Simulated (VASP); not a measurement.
# Ni3O (Pm-3m) in VASP: a series of runs

The runs below take Ni3O through single point, relaxation of cell and atoms, with PBE.

Program: VASP 6.6.1. These are calculated values, not measurements. Logs are shortened: lines on timing, memory, paths and dates and some standing lists are left out, and cuts for length are marked.

## Step 1: The cell of the first run

It takes space group Pm-3m (No. 221, cubic). Conventional cell: a = 3.357 Å, b = 3.357 Å, c = 3.357 Å, α = 90.00°, β = 90.00°, γ = 90.00°. Within 2.2 Å of Ni (site symmetry 4/mmm) lie 2 O at 1.68 Å. O (site symmetry m-3m) has 6 Ni at 1.68 Å within 2.2 Å.

The cell was generated, and may not be a known phase.

## Step 2: Single point, PBE, collinear spin, ferrimagnetic start

The input, INCAR:

```
SYSTEM = Ni3O
ALGO = Normal
EDIFF = 1E-6
ENCUT = 520
GGA = PE
ISIF = 2
ISMEAR = 0
ISPIN = 2
LASPH = .True.
LCHARG = .True.
LELF = .True.
LMAXMIX = 4
LORBIT = 11
LREAL = .False.
LVHAR = .True.
LWAVE = .False.
MAGMOM = -2 2 -2 0
NBANDS = 30
NELM = 150
PREC = Accurate
SIGMA = 0.1
```

The input, KPOINTS:

```
k-points
0
Gamma
  6 6 6
  0 0 0
```

The input, POSCAR:

```
Ni3O
1.0
    3.3571882800      0.0000000000      0.0000000000
    0.0000000000      3.3571882800      0.0000000000
    0.0000000000      0.0000000000      3.3571882800
Ni O
3 1
Direct
    0.5000000000      0.0000000000      0.0000000000
    0.0000000000      0.5000000000      0.0000000000
    0.0000000000      0.0000000000      0.5000000000
    0.0000000000      0.0000000000      0.0000000000
```

Potentials or basis: VASP PAW PBE potentials, release 64 (Ni, O).

On the command line:

```console
> cat potpaw_PBE.64/Ni/POTCAR potpaw_PBE.64/O/POTCAR > POTCAR
> mpirun -np 1 vasp_std > vasp.out
```

OUTCAR:

```text
SYSTEM = Ni3O
   EDIFF = 1E-6
   ENCUT = 520
   GGA = PE
   ISIF = 2
   ISMEAR = 0
   ISPIN = 2
   LASPH = .True.
   LORBIT = 11
   LREAL = .False.
   NELM = 150
   PREC = Accurate

 ion  position               nearest neighbor table
   1  0.500  0.000  0.000-   4 1.68   4 1.68   2 2.37   3 2.37   2 2.37   2 2.37   3 2.37   3 2.37
                             3 2.37   2 2.37
   2  0.000  0.500  0.000-   4 1.68   4 1.68   1 2.37   3 2.37   1 2.37   3 2.37   3 2.37   3 2.37
                             1 2.37   1 2.37
   3  0.000  0.000  0.500-   4 1.68   4 1.68   1 2.37   1 2.37   2 2.37   2 2.37   2 2.37   2 2.37
                             1 2.37   1 2.37
   4  0.000  0.000  0.000-   1 1.68   2 1.68   3 1.68   3 1.68   2 1.68   1 1.68

  LATTYP: Found a simple cubic cell.
 ALAT       =     3.3571882800

  Lattice vectors:

 A1 = (   3.3571882800,   0.0000000000,   0.0000000000)
 A2 = (   0.0000000000,   3.3571882800,   0.0000000000)
 A3 = (   0.0000000000,   0.0000000000,   3.3571882800)

Analysis of symmetry for initial positions (statically):
=====================================================================
 Subroutine PRICEL returns:
 Original cell was already a primitive cell.

 Routine SETGRP: Setting up the symmetry group for a
 simple cubic supercell.

 Subroutine GETGRP returns: Found 48 space group operations
 (whereof 48 operations were pure point group operations)
 out of a pool of 48 trial point group operations.

The static configuration has the point symmetry O_h .

Analysis of symmetry for dynamics (positions and initial velocities):
=====================================================================
 Subroutine PRICEL returns:
 Original cell was already a primitive cell.

 Routine SETGRP: Setting up the symmetry group for a
 simple cubic supercell.

 Subroutine GETGRP returns: Found 48 space group operations
 (whereof 48 operations were pure point group operations)
 out of a pool of 48 trial point group operations.

The dynamic configuration has the point symmetry O_h .

Analysis of structural, dynamic, and magnetic symmetry:
=====================================================================
 Subroutine PRICEL returns:
 Original cell was already a primitive cell.

 Routine SETGRP: Setting up the symmetry group for a
 simple cubic supercell.

 Subroutine GETGRP returns: Found 16 space group operations
 (whereof 16 operations were pure point group operations)
 out of a pool of 48 trial point group operations.

The overall configuration has the point symmetry D_4h.

 Subroutine INISYM returns: Found 16 space group operations
 (whereof 16 operations are pure point group operations),
 and found     1 'primitive' translations

----------------------------------------------------------------------------------------

                                     Primitive cell

  volume of cell :      37.8379

  direct lattice vectors                    reciprocal lattice vectors
     3.357188280  0.000000000  0.000000000     0.297868310  0.000000000  0.000000000
     0.000000000  3.357188280  0.000000000     0.000000000  0.297868310  0.000000000
     0.000000000  0.000000000  3.357188280     0.000000000  0.000000000  0.297868310

  length of vectors
     3.357188280  3.357188280  3.357188280     0.297868310  0.297868310  0.297868310

  position of ions in fractional coordinates (direct lattice)
     0.500000000  0.000000000  0.000000000
     0.000000000  0.500000000  0.000000000
     0.000000000  0.000000000  0.500000000
     0.000000000  0.000000000  0.000000000

  ion indices of the primitive-cell ions
   primitive index   ion index
                 1           1
                 2           2
                 3           3
                 4           4

----------------------------------------------------------------------------------------

 KPOINTS: k-points

Automatic generation of k-mesh.
 Grid dimensions read from file:
 generate k-points for:    6    6    6

 Generating k-lattice:

  Cartesian coordinates                     Fractional coordinates (reciprocal lattice)
     0.049644718  0.000000000  0.000000000     0.166666667  0.000000000  0.000000000
     0.000000000  0.049644718  0.000000000     0.000000000  0.166666667  0.000000000
     0.000000000  0.000000000  0.049644718     0.000000000  0.000000000  0.166666667

  Length of vectors
     0.049644718  0.049644718  0.049644718

  Shift w.r.t. Gamma in fractional coordinates (k-lattice)
     0.000000000  0.000000000  0.000000000

 Subroutine IBZKPT returns following result:
 ===========================================

 Found     40 irreducible k-points:

 Following reciprocal coordinates:
            Coordinates               Weight
  0.000000  0.000000  0.000000      1.000000
  0.166667  0.000000  0.000000      4.000000
  0.000000  0.166667  0.000000      2.000000
  0.333333  0.000000  0.000000      4.000000
  0.000000  0.333333  0.000000      2.000000
  0.500000  0.000000  0.000000      2.000000
[... 16 lines left out ...]
  0.166667  0.166667  0.166667      8.000000
  0.333333  0.166667  0.166667     16.000000
 [... further k-points ...]
   k-points           NKPTS =     40   k-points in BZ     NKDIM =     40   number of bands    NBANDS=     30
   number of dos      NEDOS =    301   number of ions     NIONS =      4
   total plane-waves  NPLWV =  21952
   dimension x,y,z NGX =    28 NGY =   28 NGZ =   28
   dimension x,y,z NGXF=    56 NGYF=   56 NGZF=   56
   ions per type =               3   1
   NGX,Y,Z   is equivalent  to a cutoff of  13.87, 13.87, 13.87 a.u.
   NGXF,Y,Z  is equivalent  to a cutoff of  27.73, 27.73, 27.73 a.u.
 SYSTEM =  Ni3O
   PREC   = accura    normal or accurate (medium, high low for compatibility)
   ISTART =      0    job   : 0-new  1-cont  2-samecut
   ICHARG =      2    charge: 1-file 2-atom 10-const
   ISPIN  =      2    spin polarized calculation?
   LNONCOLLINEAR =      F non collinear calculations
   LSORBIT =      F    spin-orbit coupling
   LASPH  =      T    aspherical Exc in radial PAW
   ENCUT  =  520.0 eV  38.22 Ry    6.18 a.u.   6.24  6.24  6.24*2*pi/ulx,y,z
   NELM   =    150;   NELMIN=  2; NELMDL= -5     # of ELM steps
   EDIFF  = 0.1E-05   stopping-criterion for ELM
   LREAL  =      F    real-space projection
   EDIFFG = 0.1E-04   stopping-criterion for IOM
   NSW    =      0    number of steps for IOM
   IBRION =     -1    ionic relax: 0-MD 1-quasi-New 2-CG
   NFREE  =      0    steps in history (QN), initial steepest desc. (CG)
   ISIF   =      2    stress and relaxation
   ISYM   =      2    0-nonsym 1-usesym 2-fastsym
   POTIM  = 0.5000    time-step for ionic-motion
   TEBEG  =    0.0;   TEEND  =   0.0 temperature during run
   PSTRESS=    0.0 pullay stress
   NELECT =      36.0000    total number of electrons
   NUPDOWN=      -1.0000    fix difference up-down
   EMIN   =  10.00;   EMAX   =-10.00  energy-range for DOS
   EFERMI =   0.00;   METHOD = LEGACY
   ISMEAR =     0;   SIGMA  =   0.10  broadening in eV -4-tet -1-fermi 0-gaus
   EFERMI_NEDOS =   21; number of points for ismear=-14 and -15
   IALGO  =     38    algorithm
   IMIX   =      4    mixing-type and parameters
     AMIX     =   0.40;   BMIX     =  1.00
     AMIX_MAG =   1.60;   BMIX_MAG =  1.00
  volume/ion in A,a.u.               =       9.46        63.84
  Fermi-wavevector in a.u.,A,eV,Ry     =   1.610151  3.042744 35.274282  2.592587
  Thomas-Fermi vector in A             =   2.705747
   LORBIT       =     11    0 simple, 1 ext, 2 COOP (PROOUT), +10 PAW based schemes
   GGA     = PE    functional components
   LHFCALC =     F    Hartree Fock is set to
   AEXX    =    0.0000 exact exchange contribution
   IVDW    =     0    specifies the selected vdW correction
   LEPSILON=     F    determine dielectric tensor
   LRPA    =     F    only Hartree local field effects (RPA)
 spin polarized calculation
 Gauss-broadening in eV      SIGMA  =   0.10
  energy-cutoff  :      520.00
  volume of cell :       37.84
 maximum number of plane-waves:      1064
 NGX is ok and might be reduce to    28
   NGX = 13   NGY = 13   NGZ = 13

 number of electron      36.0000042 magnetization      -0.1525621

 number of electron      36.0000043 magnetization       0.0023272

 Free energy of the ion-electron system (eV)
  ---------------------------------------------------
  ext. energy  EPLUGINS =         0.00000000
  ---------------------------------------------------
  free energy    TOTEN  =       -17.56922808 eV

  energy without entropy =      -17.54730963  energy(sigma->0) =      -17.55826886

 E-fermi :   9.9681     XC(G=0): -12.9790

 val. band max:        9.9402410508   @ k =   0.1667   0.3333   0.1667
 cond. band min:       9.9771623384   @ k =   0.3333   0.1667   0.5000
 fundamental gap:      0.0369212876
 Fermi energy:         9.9681383367

 spin component 1

 k-point     1 :       0.0000    0.0000    0.0000
  band No.  band energies     occupation
      1     -16.0945      1.00000
      2       0.3678      1.00000
      3       0.3678      1.00000
      4       0.3678      1.00000
      5       2.9997      1.00000
      6       5.1440      1.00000
[... 781 lines left out ...]
     29      27.8824      0.00000
     30      29.7743      0.00000

 [... further k-points ...]

 spin component 2

 k-point     1 :       0.0000    0.0000    0.0000
  band No.  band energies     occupation
      1     -16.0942      1.00000
      2       0.3681      1.00000
      3       0.3681      1.00000
      4       0.3681      1.00000
      5       2.9998      1.00000
      6       5.1447      1.00000
[... 781 lines left out ...]
     29      27.8825      0.00000
     30      29.7745      0.00000

 [... further k-points ...]
[... 5 lines left out ...]
  --------------------------------------------------------------------------------------
  -------------------------------------------------------------------------------------
  Total       22.2754605     22.2754352     22.2754605     -0.0000000      0.0000000      0.0000000
  in kB      943.2138711    943.2127986    943.2138711     -0.0000000      0.0000000      0.0000000
  external PRESSURE =     943.2135136 kB  Pullay stress =       0.0000000 kB

 VOLUME and BASIS-vectors are now :
 -----------------------------------------------------------------------------
  energy-cutoff  :      520.00
  volume of cell :       37.84
      direct lattice vectors                 reciprocal lattice vectors
     3.357188280  0.000000000  0.000000000     0.297868310  0.000000000  0.000000000
     0.000000000  3.357188280  0.000000000     0.000000000  0.297868310  0.000000000
     0.000000000  0.000000000  3.357188280     0.000000000  0.000000000  0.297868310

 POSITION                                       TOTAL-FORCE (eV/Angst)
 -----------------------------------------------------------------------------------
      1.67859      0.00000      0.00000         0.000000      0.000000      0.000000
      0.00000      1.67859      0.00000         0.000000      0.000000      0.000000
      0.00000      0.00000      1.67859         0.000000      0.000000      0.000000
      0.00000      0.00000      0.00000         0.000000      0.000000      0.000000
 -----------------------------------------------------------------------------------
    total drift:                               -0.000000      0.000000     -0.000000

  FREE ENERGIE OF THE ION-ELECTRON SYSTEM (eV)
  ---------------------------------------------------
  free  energy   TOTEN  =       -17.5692280817 eV

  energy  without entropy=      -17.5473096325  energy(sigma->0) =      -17.55826886

 total charge

# of ion       s       p       d       tot
------------------------------------------
    1        0.537   0.757   8.731  10.025
    2        0.537   0.757   8.731  10.025
    3        0.537   0.757   8.731  10.025
    4        1.564   3.762   0.000   5.326
--------------------------------------------------
tot          3.176   6.034  26.193  35.402

 magnetization (x)

# of ion       s       p       d       tot
------------------------------------------
    1       -0.000  -0.000   0.001   0.001
    2        0.000  -0.000   0.001   0.001
    3       -0.000  -0.000   0.001   0.001
    4       -0.000   0.000   0.000   0.000
--------------------------------------------------
tot         -0.000   0.000   0.002   0.002
```

Wall time 3.1 min (1 thread of Intel Xeon 8259CL, shared host); peak memory 0.21 GiB.

Results:

```yaml
Free_energy: -17.5692 eV
Pressure: 94.3 GPa
Band_gap_on_the_k_mesh: zero (filled and empty bands overlap)
Net_moment: 0.00 μB per cell
Valence_electrons_inside_the_program's_atomic_spheres: Ni 10.03; O 5.33
```

Caveat: the cell stands under pressure; the moments typed at the start vanished in this run.

## Step 3: Single point, PBE, collinear spin, ferrimagnetic start

This run uses another cell than the first one, of 13.06 Å³/atom.

The input, INCAR:

```
PREC = Accurate
ENCUT = 520
EDIFF = 1E-7
ISMEAR = 0
SIGMA = 0.1
LREAL = False
LASPH = True
NELM = 150
ALGO = Normal
ISIF = 2
LWAVE = False
LCHARG = False
ISPIN = 2
MAGMOM = -2 2 -2 0
LORBIT = 11
LMAXMIX = 4
GGA = PE
NBANDS = 30
```

The input, KPOINTS:

```
regular mesh
0
Gamma
  6 6 6
```

The input, POSCAR:

```
Ni3O
1.0
    3.7379073453      0.0000000000      0.0000000000
    0.0000000000      3.7379072648      0.0000000000
    0.0000000000      0.0000000000      3.7379073453
Ni O
3 1
Direct
    0.5000000000      0.0000000000      0.0000000000
    0.0000000000      0.5000000000      0.0000000000
    0.0000000000      0.0000000000      0.5000000000
    0.0000000000      0.0000000000      0.0000000000
```

Potentials or basis: VASP PAW PBE potentials, release 64 (Ni, O).

On the command line:

```console
> cat potpaw_PBE.64/Ni/POTCAR potpaw_PBE.64/O/POTCAR > POTCAR
> mpirun -np 1 vasp_std > vasp.out
```

It took 3.9 min on 1 thread of Intel Xeon 8259CL, shared host; peak memory 0.23 GiB.

Results (log left out):

* Free energy: -20.7371 eV
* Pressure: 0.9 GPa
* Net moment: -0.70 μB per cell
* Site moments: Ni -0.23; O -0.04 μB
* Valence electrons inside the program's atomic spheres: Ni 9.26; O 5.06

Levels at points of the mesh, in eV from the Fermi level:
Spin up:
| k point | band 16 | band 17 | band 18 | band 19 | band 20 | band 21 |
| --- | --- | --- | --- | --- | --- | --- |
| (0.00, 0.00, 0.00) | -0.15 | -0.15 | -0.15 | 0.24 | 0.96 | 6.45 |
| (0.50, 0.00, 0.00) | -0.66 | -0.66 | -0.32 | -0.15 | 1.41 | 2.96 |
| (0.00, 0.50, 0.00) | -0.66 | -0.66 | -0.32 | -0.15 | 1.41 | 2.96 |
| (0.50, 0.50, 0.00) | -0.41 | -0.31 | 0.46 | 0.46 | 1.26 | 3.42 |
| (0.50, 0.00, 0.50) | -0.41 | -0.31 | 0.46 | 0.46 | 1.26 | 3.42 |
| (0.50, 0.50, 0.50) | -0.02 | 1.03 | 1.03 | 1.03 | 1.47 | 1.47 |
Spin down:
| k point | band 16 | band 17 | band 18 | band 19 | band 20 | band 21 |
| --- | --- | --- | --- | --- | --- | --- |
| (0.00, 0.00, 0.00) | -0.42 | -0.42 | -0.42 | -0.10 | 0.74 | 6.47 |
| (0.50, 0.00, 0.00) | -0.82 | -0.82 | -0.64 | -0.42 | 1.27 | 2.81 |
| (0.00, 0.50, 0.00) | -0.82 | -0.82 | -0.64 | -0.42 | 1.27 | 2.81 |
| (0.50, 0.50, 0.00) | -0.64 | -0.46 | 0.19 | 0.19 | 1.24 | 3.39 |
| (0.50, 0.00, 0.50) | -0.64 | -0.46 | 0.19 | 0.19 | 1.24 | 3.39 |
| (0.50, 0.50, 0.50) | -0.34 | 0.79 | 0.79 | 0.79 | 1.50 | 1.50 |

With open d or f shells a metallic result of PBE can be an artefact of self-interaction; +U or a hybrid may open a gap.

(Continued in part 2 of 2.)

The gap in the log of VASP goes by the Fermi energy; the results here count the filled bands.